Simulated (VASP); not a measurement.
# In3Sb3H14 in VASP: single point with PBE

Aim: the single point of In3Sb3H14 with PBE.

Program: VASP 6.6.1. These are calculated values, not measurements. Logs are shortened: lines on timing, memory, paths and dates and some standing lists are left out, and cuts for length are marked.

**1. The cell of the first run**

The cell holds a cluster in a box, 20 atoms: a = 15.000 Å, b = 15.300 Å, c = 15.600 Å, α = 90.00°, β = 90.00°, γ = 90.00°.

**2. Single point, PBE**

Contents of INCAR:

```
ALGO = Normal
EDIFF = 1E-7
ENCUT = 520
GGA = PE
ISIF = 2
ISMEAR = 0
LASPH = True
LCHARG = False
LREAL = Auto
LWAVE = False
NBANDS = 50
NELM = 60
PREC = Accurate
SIGMA = 0.05
```

Contents of KPOINTS:

```
k-points
0
Gamma
  1 1 1
```

Contents of POSCAR:

```
In3Sb3H14
1.0
   15.0000000000      0.0000000000      0.0000000000
    0.0000000000     15.3000000000      0.0000000000
    0.0000000000      0.0000000000     15.6000000000
In Sb H
3 3 14
Direct
    0.3833999095      0.2751020763      0.3977151541
    0.3834206173      0.6042726849      0.7205316480
    0.5301931616      0.5612771623      0.4399362010
    0.4284643330      0.4554446288      0.3276573897
    0.4284849597      0.6758078127      0.5436889549
    0.5705270434      0.4223904554      0.5761756002
    0.4717926535      0.2879407726      0.4715037250
    0.2772501369      0.2997345970      0.4356746927
    0.4020919239      0.2093620641      0.3087281915
    0.3486666835      0.5302490251      0.2997238339
    0.4897359189      0.4692760149      0.2359982957
    0.4717907193      0.5290225523      0.7078234203
    0.2772620672      0.5656070190      0.6963563112
    0.4021819445      0.6949478298      0.7850595453
    0.3487253272      0.7043105219      0.4702928990
    0.4898016427      0.7692378516      0.5301372619
    0.6392132342      0.3402038679      0.5419892789
    0.6391919891      0.4571840018      0.6568178414
    0.5012090018      0.3603745097      0.6369096247
    0.6423423739      0.5816179235      0.4199429776
```

Potentials or basis: VASP PAW PBE potentials, release 64 (In_d, Sb, H).

Started as:

```sh
$ cat potpaw_PBE.64/In_d/POTCAR potpaw_PBE.64/Sb/POTCAR potpaw_PBE.64/H/POTCAR > POTCAR
$ mpirun -np 1 vasp_gam > vasp.out
```

OUTCAR:

```text
EDIFF = 1E-7
   ENCUT = 520
   GGA = PE
   ISIF = 2
   ISMEAR = 0
   LASPH = True
   LREAL = Auto
   NELM = 60
   PREC = Accurate

 ion  position               nearest neighbor table
   1  0.383  0.275  0.398-   9 1.74   8 1.74   7 1.77   4 3.04
   2  0.383  0.604  0.721-  14 1.74  13 1.74  12 1.77   5 3.04
   3  0.530  0.561  0.440-  20 1.74   5 2.83   4 2.83   6 3.07
   4  0.428  0.455  0.328-  10 1.71  11 1.71   3 2.83   1 3.04
   5  0.428  0.676  0.544-  15 1.71  16 1.71   3 2.83   2 3.04
   6  0.571  0.422  0.576-  19 1.70  18 1.71  17 1.71   3 3.07
   7  0.472  0.288  0.472-   1 1.77
   8  0.277  0.300  0.436-   1 1.74
   9  0.402  0.209  0.309-   1 1.74
  10  0.349  0.530  0.300-   4 1.71
  11  0.490  0.469  0.236-   4 1.71
  12  0.472  0.529  0.708-   2 1.77
  13  0.277  0.566  0.696-   2 1.74
  14  0.402  0.695  0.785-   2 1.74
  15  0.349  0.704  0.470-   5 1.71
  16  0.490  0.769  0.530-   5 1.71
  17  0.639  0.340  0.542-   6 1.71
  18  0.639  0.457  0.657-   6 1.71
  19  0.501  0.360  0.637-   6 1.70
  20  0.642  0.582  0.420-   3 1.74

  LATTYP: Found a simple orthorhombic cell.
 ALAT       =    15.0000000000
 B/A-ratio  =     1.0200000000
 C/A-ratio  =     1.0400000000

  Lattice vectors:

 A1 = (  15.0000000000,   0.0000000000,   0.0000000000)
 A2 = (   0.0000000000,  15.3000000000,   0.0000000000)
 A3 = (   0.0000000000,   0.0000000000,  15.6000000000)

Analysis of symmetry for initial positions (statically):
=====================================================================
 Subroutine PRICEL returns:
 Original cell was already a primitive cell.

 Routine SETGRP: Setting up the symmetry group for a
 simple orthorhombic supercell.

 Subroutine GETGRP returns: Found  1 space group operations
 (whereof  1 operations were pure point group operations)
 out of a pool of  8 trial point group operations.

The static configuration has the point symmetry C_1 .

Analysis of symmetry for dynamics (positions and initial velocities):
=====================================================================
 Subroutine PRICEL returns:
 Original cell was already a primitive cell.

 Routine SETGRP: Setting up the symmetry group for a
 simple orthorhombic supercell.

 Subroutine GETGRP returns: Found  1 space group operations
 (whereof  1 operations were pure point group operations)
 out of a pool of  8 trial point group operations.

The dynamic configuration has the point symmetry C_1 .

 Subroutine INISYM returns: Found  1 space group operations
 (whereof  1 operations are pure point group operations),
 and found     1 'primitive' translations

----------------------------------------------------------------------------------------

                                     Primitive cell

  volume of cell :    3580.2000

  direct lattice vectors                    reciprocal lattice vectors
    15.000000000  0.000000000  0.000000000     0.066666667  0.000000000  0.000000000
     0.000000000 15.300000000  0.000000000     0.000000000  0.065359477  0.000000000
     0.000000000  0.000000000 15.600000000     0.000000000  0.000000000  0.064102564

  length of vectors
    15.000000000 15.300000000 15.600000000     0.066666667  0.065359477  0.064102564

  position of ions in fractional coordinates (direct lattice)
     0.383399909  0.275102076  0.397715154
     0.383420617  0.604272685  0.720531648
     0.530193162  0.561277162  0.439936201
     0.428464333  0.455444629  0.327657390
     0.428484960  0.675807813  0.543688955
     0.570527043  0.422390455  0.576175600
     0.471792654  0.287940773  0.471503725
     0.277250137  0.299734597  0.435674693
     0.402091924  0.209362064  0.308728192
     0.348666683  0.530249025  0.299723834
     0.489735919  0.469276015  0.235998296
     0.471790719  0.529022552  0.707823420
     0.277262067  0.565607019  0.696356311
     0.402181945  0.694947830  0.785059545
     0.348725327  0.704310522  0.470292899
     0.489801643  0.769237852  0.530137262
     0.639213234  0.340203868  0.541989279
     0.639191989  0.457184002  0.656817841
     0.501209002  0.360374510  0.636909625
     0.642342374  0.581617923  0.419942978

  ion indices of the primitive-cell ions
   primitive index   ion index
                 1           1
                 2           2
                 3           3
                 4           4
                 5           5
                 6           6
                 7           7
                 8           8
                 9           9
                10          10
                11          11
                12          12
                13          13
                14          14
                15          15
                16          16
                17          17
                18          18
                19          19
                20          20

----------------------------------------------------------------------------------------

 KPOINTS: k-points

Automatic generation of k-mesh.
 Grid dimensions read from file:
 generate k-points for:    1    1    1

 Generating k-lattice:

  Cartesian coordinates                     Fractional coordinates (reciprocal lattice)
     0.066666667  0.000000000  0.000000000     1.000000000  0.000000000  0.000000000
     0.000000000  0.065359477  0.000000000     0.000000000  1.000000000  0.000000000
     0.000000000  0.000000000  0.064102564     0.000000000  0.000000000  1.000000000

  Length of vectors
     0.066666667  0.065359477  0.064102564

  Shift w.r.t. Gamma in fractional coordinates (k-lattice)
     0.000000000  0.000000000  0.000000000

 Subroutine IBZKPT returns following result:
 ===========================================

 Found      1 irreducible k-points:

 Following reciprocal coordinates:
            Coordinates               Weight
  0.000000  0.000000  0.000000      1.000000
   k-points           NKPTS =      1   k-points in BZ     NKDIM =      1   number of bands    NBANDS=     50
   number of dos      NEDOS =    301   number of ions     NIONS =     20
   total plane-waves  NPLWV = ******
   dimension x,y,z NGX =   112 NGY =  120 NGZ =  120
   dimension x,y,z NGXF=   224 NGYF=  240 NGZF=  240
   ions per type =               3   3  14
   NGX,Y,Z   is equivalent  to a cutoff of  12.41, 13.04, 12.79 a.u.
   NGXF,Y,Z  is equivalent  to a cutoff of  24.83, 26.08, 25.58 a.u.
 SYSTEM =  unknown system
   PREC   = accura    normal or accurate (medium, high low for compatibility)
   ISTART =      0    job   : 0-new  1-cont  2-samecut
   ICHARG =      2    charge: 1-file 2-atom 10-const
   ISPIN  =      1    spin polarized calculation?
   LNONCOLLINEAR =      F non collinear calculations
   LSORBIT =      F    spin-orbit coupling
   LASPH  =      T    aspherical Exc in radial PAW
   ENCUT  =  520.0 eV  38.22 Ry    6.18 a.u.  27.89 28.45 29.01*2*pi/ulx,y,z
   NELM   =     60;   NELMIN=  2; NELMDL= -5     # of ELM steps
   EDIFF  = 0.1E-06   stopping-criterion for ELM
   LREAL  =      T    real-space projection
   EDIFFG = 0.1E-05   stopping-criterion for IOM
   NSW    =      0    number of steps for IOM
   IBRION =     -1    ionic relax: 0-MD 1-quasi-New 2-CG
   NFREE  =      0    steps in history (QN), initial steepest desc. (CG)
   ISIF   =      2    stress and relaxation
   ISYM   =      2    0-nonsym 1-usesym 2-fastsym
   POTIM  = 0.5000    time-step for ionic-motion
   TEBEG  =    0.0;   TEEND  =   0.0 temperature during run
   PSTRESS=    0.0 pullay stress
   NELECT =      68.0000    total number of electrons
   NUPDOWN=      -1.0000    fix difference up-down
   EMIN   =  10.00;   EMAX   =-10.00  energy-range for DOS
   EFERMI =   0.00;   METHOD = LEGACY
   ISMEAR =     0;   SIGMA  =   0.05  broadening in eV -4-tet -1-fermi 0-gaus
   EFERMI_NEDOS =   21; number of points for ismear=-14 and -15
   IALGO  =     38    algorithm
   IMIX   =      4    mixing-type and parameters
     AMIX     =   0.40;   BMIX     =  1.00
     AMIX_MAG =   1.60;   BMIX_MAG =  1.00
  volume/ion in A,a.u.               =     179.01      1208.02
  Fermi-wavevector in a.u.,A,eV,Ry     =   0.436793  0.825419  2.595826  0.190788
  Thomas-Fermi vector in A             =   1.409261
   LORBIT       =      0    0 simple, 1 ext, 2 COOP (PROOUT), +10 PAW based schemes
   GGA     = PE    functional components
   LHFCALC =     F    Hartree Fock is set to
   AEXX    =    0.0000 exact exchange contribution
   IVDW    =     0    specifies the selected vdW correction
   LEPSILON=     F    determine dielectric tensor
   LRPA    =     F    only Hartree local field effects (RPA)
 non-spin polarized calculation
 Gauss-broadening in eV      SIGMA  =   0.05
  energy-cutoff  :      520.00
  volume of cell :     3580.20
 maximum number of plane-waves:     48187
 NGX is ok and might be reduce to   112
   NGX = 55   NGY = 57   NGZ = 59

 number of electron      68.0000003 magnetization

 Free energy of the ion-electron system (eV)
  ---------------------------------------------------
  ext. energy  EPLUGINS =         0.00000000
  ---------------------------------------------------
  free energy    TOTEN  =       -61.24077496 eV

  energy without entropy =      -61.24077496  energy(sigma->0) =      -61.24077496

 E-fermi :  -5.2466     XC(G=0):  -1.2322

 val. band max:       -5.5307644091   @ k =   0.0000   0.0000   0.0000
 cond. band min:      -1.8731945482   @ k =   0.0000   0.0000   0.0000
 fundamental gap:      3.6575698609
 Fermi energy:        -5.2466098214

 k-point     1 :       0.0000    0.0000    0.0000
  band No.  band energies     occupation
      1     -18.8089      2.00000
      2     -18.7271      2.00000
      3     -18.7163      2.00000
      4     -18.6447      2.00000
      5     -18.6352      2.00000
      6     -17.8301      2.00000
      7     -17.8298      2.00000
      8     -17.6629      2.00000
      9     -17.6628      2.00000
     10     -17.6512      2.00000
     11     -17.6511      2.00000
     12     -17.5865      2.00000
     13     -17.5863      2.00000
     14     -17.5631      2.00000
     15     -17.5631      2.00000
     16     -14.7116      2.00000
     17     -14.1558      2.00000
     18     -13.9738      2.00000
     19      -9.9899      2.00000
     20      -9.8069      2.00000
     21      -9.7762      2.00000
     22      -8.7228      2.00000
     23      -8.6285      2.00000
     24      -8.5026      2.00000
     25      -8.3639      2.00000
     26      -7.2585      2.00000
     27      -7.1525      2.00000
     28      -6.7223      2.00000
     29      -6.1057      2.00000
     30      -6.0784      2.00000
     31      -6.0761      2.00000
     32      -6.0077      2.00000
     33      -6.0065      2.00000
     34      -5.5308      2.00000
     35      -1.8732      0.00000
     36      -1.8201      0.00000
     37      -1.3740      0.00000
     38      -1.3486      0.00000
     39      -1.0743      0.00000
     40      -0.7982      0.00000
     41      -0.7784      0.00000
     42      -0.7749      0.00000
     43      -0.1803      0.00000
     44       0.0707      0.00000
     45       0.1297      0.00000
     46       0.1841      0.00000
 [bands above 46 left out]

------------------------ aborting loop because EDIFF is reached ----------------------------------------

  FORCE on cell =-STRESS in cart. coord.  units (eV):
  Direction    XX          YY          ZZ          XY          YZ          ZX
  --------------------------------------------------------------------------------------
  -------------------------------------------------------------------------------------
  Total        0.1105280      0.0375861      0.0439127     -0.0068884     -0.1124861      0.0070229
  in kB        0.0494624      0.0168202      0.0196514     -0.0030827     -0.0503387      0.0031428
  external PRESSURE =       0.0286447 kB  Pullay stress =       0.0000000 kB

 VOLUME and BASIS-vectors are now :
 -----------------------------------------------------------------------------
  energy-cutoff  :      520.00
  volume of cell :     3580.20
      direct lattice vectors                 reciprocal lattice vectors
    15.000000000  0.000000000  0.000000000     0.066666667  0.000000000  0.000000000
     0.000000000 15.300000000  0.000000000     0.000000000  0.065359477  0.000000000
     0.000000000  0.000000000 15.600000000     0.000000000  0.000000000  0.064102564

 POSITION                                       TOTAL-FORCE (eV/Angst)
 -----------------------------------------------------------------------------------
      5.75100      4.20906      6.20436        -0.004687     -0.012730     -0.001004
      5.75131      9.24537     11.24029        -0.016342      0.010518      0.022709
      7.95290      8.58754      6.86300         0.032964     -0.005727      0.005027
      6.42696      6.96830      5.11146         0.009056     -0.094338      0.117065
      6.42727     10.33986      8.48155         0.009274     -0.117442      0.096567
      8.55791      6.46257      8.98834        -0.067239      0.115383     -0.108541
      7.07689      4.40549      7.35546        -0.016365      0.000660     -0.014443
      4.15875      4.58594      6.79653         0.032354     -0.007060     -0.016331
      6.03138      3.20324      4.81616        -0.003535      0.025377      0.032197
      5.23000      8.11281      4.67569        -0.070786      0.066848     -0.031470
      7.34604      7.17992      3.68157         0.052858      0.016401     -0.086118
      7.07686      8.09405     11.04205        -0.016368      0.012531     -0.002570
      4.15893      8.65379     10.86316         0.032506      0.014556      0.005170
      6.03273     10.63270     12.24693        -0.003618     -0.033910     -0.027800
      5.23088     10.77595      7.33657        -0.070687      0.029593     -0.069149
      7.34702     11.76934      8.27014         0.052803      0.084011     -0.018251
      9.58820      5.20512      8.45503         0.057203     -0.072890     -0.031746
      9.58788      6.99492     10.24636         0.057227      0.029809      0.070882
      7.51814      5.51373      9.93579        -0.055976     -0.059629      0.057792
      9.63514      8.89875      6.55111        -0.010642     -0.001962      0.000013
 -----------------------------------------------------------------------------------
    total drift:                                0.001893     -0.000323      0.039357

  FREE ENERGIE OF THE ION-ELECTRON SYSTEM (eV)
  ---------------------------------------------------
  free  energy   TOTEN  =       -61.2407749602 eV

  energy  without entropy=      -61.2407749602  energy(sigma->0) =      -61.24077496
```

Run time: 12 min. Hardware: 1 thread of Intel Xeon Platinum 8259CL at 2.50GHz (Skylake/Cascade Lake), shared host; peak memory 2.5 GiB.

What came out:

```yaml
Free_energy: -61.2408 eV
Largest_force: 0.172 eV/Å
Gap_between_the_frontier_levels: 3.66 eV
```

Forces in eV/Å, atoms in the order of the input:
```
In  -0.005 -0.013 -0.001
In  -0.016  0.011  0.023
In   0.033 -0.006  0.005
Sb   0.009 -0.094  0.117
Sb   0.009 -0.117  0.097
Sb  -0.067  0.115 -0.109
H   -0.016  0.001 -0.014
H    0.032 -0.007 -0.016
H   -0.004  0.025  0.032
H   -0.071  0.067 -0.031
H    0.053  0.016 -0.086
H   -0.016  0.013 -0.003
H    0.033  0.015  0.005
H   -0.004 -0.034 -0.028
H   -0.071  0.030 -0.069
H    0.053  0.084 -0.018
H    0.057 -0.073 -0.032
H    0.057  0.030  0.071
H   -0.056 -0.060  0.058
H   -0.011 -0.002  0.000
```

Levels at points of the mesh, in eV from the valence-band top:
```
           k point  band 30  band 31  band 32  band 33  band 34  band 35  band 36  band 37  band 38  band 39
(0.00, 0.00, 0.00)    -0.55    -0.55    -0.48    -0.48     0.00     3.66     3.71     4.16     4.18     4.46
```

Caveat: spin-orbit coupling is left out, which moves the levels of the heavy elements.
